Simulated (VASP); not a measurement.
# Ba (I4/mmm) in VASP: a series of runs

The runs below take Ba through single point, with PBE.

Everything below comes from runs of VASP 6.6.1. Logs are shortened: lines on timing, memory, paths and dates and some standing lists are left out, and cuts for length are marked.

## 1. The cell of the first run

Symmetry: I4/mmm, No. 139, tetragonal system. The conventional cell has a = 4.850 Å, b = 4.850 Å, c = 5.075 Å, α = 90.00°, β = 90.00°, γ = 90.00°. Within 5.6 Å of Ba (site symmetry 4/mmm) lie 14 Ba at 4.27 to 5.08 Å.

## 2. Single point, PBE (strain -0.030 along x and y, +0.015 along z)

Input file INCAR:

```
ALGO = Fast
EDIFF = 1E-6
ENCUT = 520
GGA = PE
ISIF = 2
ISMEAR = 0
LASPH = True
LCHARG = True
LELF = True
LREAL = False
LVHAR = True
LWAVE = False
NBANDS = 11
NELM = 100
PREC = Accurate
SIGMA = 0.15
```

Input file KPOINTS:

```
k-points
0
Gamma
  14 14 14
```

Input file POSCAR:

```
Ba
1.0
   -2.4250000000      2.4250000000      2.5375000000
    2.4250000000     -2.4250000000      2.5375000000
    2.4250000000      2.4250000000     -2.5375000000
Ba
1
Direct
    0.0000000000      0.0000000000      0.0000000000
```

Potentials or basis: VASP PAW PBE potentials, release 64 (Ba_sv).

On the command line:

```bash
$ cat potpaw_PBE.64/Ba_sv/POTCAR > POTCAR
$ mpirun -np 1 vasp_std > vasp.out
```

OUTCAR:

```text
EDIFF = 1E-6
   ENCUT = 520
   GGA = PE
   ISIF = 2
   ISMEAR = 0
   LASPH = True
   LREAL = False
   NELM = 100
   PREC = Accurate

 ion  position               nearest neighbor table
   1  0.000  0.000  0.000-

  LATTYP: Found a body centered tetragonal cell.
 ALAT       =     4.8500000000
 C/A-ratio  =     1.0463917526

  Lattice vectors:

 A1 = (  -2.4250000000,   2.4250000000,   2.5375000000)
 A2 = (   2.4250000000,  -2.4250000000,   2.5375000000)
 A3 = (   2.4250000000,   2.4250000000,  -2.5375000000)

Analysis of symmetry for initial positions (statically):
=====================================================================
 Subroutine PRICEL returns:
 Original cell was already a primitive cell.

 Routine SETGRP: Setting up the symmetry group for a
 body centered tetragonal supercell.

 Subroutine GETGRP returns: Found 16 space group operations
 (whereof 16 operations were pure point group operations)
 out of a pool of 16 trial point group operations.

The static configuration has the point symmetry D_4h.

Analysis of symmetry for dynamics (positions and initial velocities):
=====================================================================
 Subroutine PRICEL returns:
 Original cell was already a primitive cell.

 Routine SETGRP: Setting up the symmetry group for a
 body centered tetragonal supercell.

 Subroutine GETGRP returns: Found 16 space group operations
 (whereof 16 operations were pure point group operations)
 out of a pool of 16 trial point group operations.

The dynamic configuration has the point symmetry D_4h.

 Subroutine INISYM returns: Found 16 space group operations
 (whereof 16 operations are pure point group operations),
 and found     1 'primitive' translations

----------------------------------------------------------------------------------------

                                     Primitive cell

  volume of cell :      59.6883

  direct lattice vectors                    reciprocal lattice vectors
    -2.425000000  2.425000000  2.537500000     0.000000000  0.206185567  0.197044335
     2.425000000 -2.425000000  2.537500000     0.206185567  0.000000000  0.197044335
     2.425000000  2.425000000 -2.537500000     0.206185567  0.206185567  0.000000000

  length of vectors
     4.266164114  4.266164114  4.266164114     0.285199856  0.285199856  0.291590425

  position of ions in fractional coordinates (direct lattice)
     0.000000000  0.000000000  0.000000000
[... 70 lines left out ...]
   ISPIN  =      1    spin polarized calculation?
   LNONCOLLINEAR =      F non collinear calculations
   LSORBIT =      F    spin-orbit coupling
   LASPH  =      T    aspherical Exc in radial PAW
   ENCUT  =  520.0 eV  38.22 Ry    6.18 a.u.   7.93  7.93  7.93*2*pi/ulx,y,z
   NELM   =    100;   NELMIN=  2; NELMDL= -5     # of ELM steps
   EDIFF  = 0.1E-05   stopping-criterion for ELM
   LREAL  =      F    real-space projection
[... 7 lines left out ...]
   TEBEG  =    0.0;   TEEND  =   0.0 temperature during run
   PSTRESS=    0.0 pullay stress
   NELECT =      10.0000    total number of electrons
   NUPDOWN=      -1.0000    fix difference up-down
   EMIN   =  10.00;   EMAX   =-10.00  energy-range for DOS
   EFERMI =   0.00;   METHOD = LEGACY
   ISMEAR =     0;   SIGMA  =   0.15  broadening in eV -4-tet -1-fermi 0-gaus
   EFERMI_NEDOS =   21; number of points for ismear=-14 and -15
   IALGO  =     68    algorithm
   IMIX   =      4    mixing-type and parameters
     AMIX     =   0.40;   BMIX     =  1.00
     AMIX_MAG =   1.60;   BMIX_MAG =  1.00
  volume/ion in A,a.u.               =      59.69       402.80
  Fermi-wavevector in a.u.,A,eV,Ry     =   0.902495  1.705469 11.081917  0.814498
  Thomas-Fermi vector in A             =   2.025706
   LORBIT       =      0    0 simple, 1 ext, 2 COOP (PROOUT), +10 PAW based schemes
   GGA     = PE    functional components
   LHFCALC =     F    Hartree Fock is set to
   AEXX    =    0.0000 exact exchange contribution
   IVDW    =     0    specifies the selected vdW correction
   LEPSILON=     F    determine dielectric tensor
   LRPA    =     F    only Hartree local field effects (RPA)
 non-spin polarized calculation
 RMM-DIIS sequential band-by-band and
 Gauss-broadening in eV      SIGMA  =   0.15
  energy-cutoff  :      520.00
  volume of cell :       59.69
 maximum number of plane-waves:      1626
   NGX = 15   NGY = 15   NGZ = 15

 number of electron      10.0000000 magnetization

 number of electron       9.9999999 magnetization

 Free energy of the ion-electron system (eV)
  ---------------------------------------------------
  ext. energy  EPLUGINS =         0.00000000
  ---------------------------------------------------
  free energy    TOTEN  =        -1.90625589 eV

  energy without entropy =       -1.89264985  energy(sigma->0) =       -1.89945287

 E-fermi :   1.8264     XC(G=0):  -7.5830

 val. band max:        1.8131247813   @ k =   0.3571   0.3571   0.0000
 cond. band min:       1.8339580063   @ k =  -0.3571   0.5000   0.2143
 fundamental gap:      0.0208332250
 Fermi energy:         1.8263612961

 k-point     1 :       0.0000    0.0000    0.0000
  band No.  band energies     occupation
      1     -26.9653      2.00000
      2     -11.8821      2.00000
      3     -11.8810      2.00000
      4     -11.8810      2.00000
      5      -0.9451      2.00000
      6       3.6370      0.00000
      7       3.6370      0.00000
      8       3.9165      0.00000
      9       4.9825      0.00000
     10       5.3934      0.00000
     11       8.6928      0.00000
[... 309 lines left out ...]
 k-point    24 :       0.2857    0.1429    0.0000
  band No.  band energies     occupation
      1     -26.9180      2.00000
      2     -12.3201      2.00000
      3     -12.0455      2.00000
      4     -11.9120      2.00000
      5       0.9640      2.00000
      6       2.5808      0.00000
      7       2.8194      0.00000
      8       4.9188      0.00000
      9       5.4942      0.00000
     10       6.4810      0.00000
     11       8.5226      0.00000

 [... further k-points ...]
[... 5 lines left out ...]
  --------------------------------------------------------------------------------------
  -------------------------------------------------------------------------------------
  Total        0.2586110      0.2586110      0.1794838      0.0000000      0.0000000      0.0000000
  in kB        6.9417358      6.9417358      4.8177718      0.0000000      0.0000000      0.0000000
  external PRESSURE =       6.2337478 kB  Pullay stress =       0.0000000 kB

 VOLUME and BASIS-vectors are now :
 -----------------------------------------------------------------------------
  energy-cutoff  :      520.00
  volume of cell :       59.69
      direct lattice vectors                 reciprocal lattice vectors
    -2.425000000  2.425000000  2.537500000     0.000000000  0.206185567  0.197044335
     2.425000000 -2.425000000  2.537500000     0.206185567  0.000000000  0.197044335
     2.425000000  2.425000000 -2.537500000     0.206185567  0.206185567  0.000000000

 POSITION                                       TOTAL-FORCE (eV/Angst)
 -----------------------------------------------------------------------------------
      0.00000      0.00000      0.00000        -0.000000      0.000000      0.000000
 -----------------------------------------------------------------------------------
    total drift:                                0.000000      0.000000     -0.000000

  FREE ENERGIE OF THE ION-ELECTRON SYSTEM (eV)
  ---------------------------------------------------
  free  energy   TOTEN  =        -1.9062558927 eV

  energy  without entropy=       -1.8926498495  energy(sigma->0) =       -1.89945287
```

stdout:

```text
POSCAR found type information on POSCAR Ba
 POSCAR found :  1 types and       1 ions
 scaLAPACK will be used
 LDA part: xc-table for (Slater+PW92), standard interpolation
 POSCAR, INCAR and KPOINTS ok, starting setup
 FFT: planning ... GRIDC
 FFT: planning ... GRID_SOFT
 FFT: planning ... GRID
 WAVECAR not read
 entering main loop
WARNING in EDDRMM: call to ZHEGV failed, returncode =   6  3     11
```

Run time: 46 s. Hardware: 1 thread of AMD EPYC 9R45 (Zen 5), shared host; peak memory 0.27 GiB.

Results:

```
Free energy            : -1.9063 eV
Pressure               : 0.6 GPa
Band gap on the k mesh : zero (bands 5 and 6 overlap by 1.06 eV)
```

Stress tensor (GPa, compression positive):
```
0.69 0.00 0.00
0.00 0.69 0.00
0.00 0.00 0.48
```

Caveat: the cell differs from its parent crystal (strain -0.030 along x and y, +0.015 along z); spin-orbit coupling is left out, which moves the levels of the heavy elements.

## 3. Single point, PBE (strain -0.030 along x and y, +0.030 along z)

Input file INCAR:

```
PREC = Accurate
ENCUT = 520
EDIFF = 1E-7
ISMEAR = 0
SIGMA = 0.15
LREAL = False
LASPH = True
NELM = 100
ALGO = Fast
ISIF = 2
LWAVE = False
LCHARG = False
GGA = PE
NBANDS = 11
```

Input file KPOINTS:

```
Automatic mesh
0
Gamma
  14 14 14
```

Input file POSCAR:

```
Ba
1.0
   -2.4250000000      2.4250000000      2.5750000000
    2.4250000000     -2.4250000000      2.5750000000
    2.4250000000      2.4250000000     -2.5750000000
Ba
1
Direct
    0.0000000000      0.0000000000      0.0000000000
```

Potentials or basis: VASP PAW PBE potentials, release 64 (Ba_sv).

On the command line:

```bash
$ cat potpaw_PBE.64/Ba_sv/POTCAR > POTCAR
$ mpirun -np 1 vasp_std > vasp.out
```

Wall time 58 s (1 thread of AMD EPYC 9R45 (Zen 5), shared host); peak memory 0.27 GiB.

The run converged. Its results:

```
Free energy            : -1.9084 eV
Pressure               : 0.5 GPa
Band gap on the k mesh : zero (bands 5 and 6 overlap by 0.99 eV)
```

Stress tensor (GPa, compression positive):
```
0.56 0.00 0.00
0.00 0.56 0.00
0.00 0.00 0.31
```

Levels at points of the mesh, in eV from the Fermi level:
```
           k point  band 1  band 2  band 3  band 4  band 5  band 6  band 7  band 8  band 9  band 10
(0.00, 0.00, 0.00)  -28.82  -13.74  -13.74  -13.74   -2.77    1.77    1.77    2.13    3.05     3.58
(0.50, 0.00, 0.00)  -28.77  -14.27  -13.90  -13.74   -0.92    0.82    1.31    3.05    3.94     5.38
(0.50, 0.50, 0.00)  -28.76  -14.26  -13.93  -13.77   -0.90    0.45    1.51    3.66    4.10     5.49
(0.50, 0.50, 0.50)  -28.73  -14.14  -14.08  -14.08   -0.65   -0.54    4.12    4.78    4.78     4.84
```

Caveat: the cell differs from its parent crystal (strain -0.030 along x and y, +0.030 along z); spin-orbit coupling is left out, which moves the levels of the heavy elements.

The gap in the log of VASP goes by the Fermi energy; the results here count the filled bands.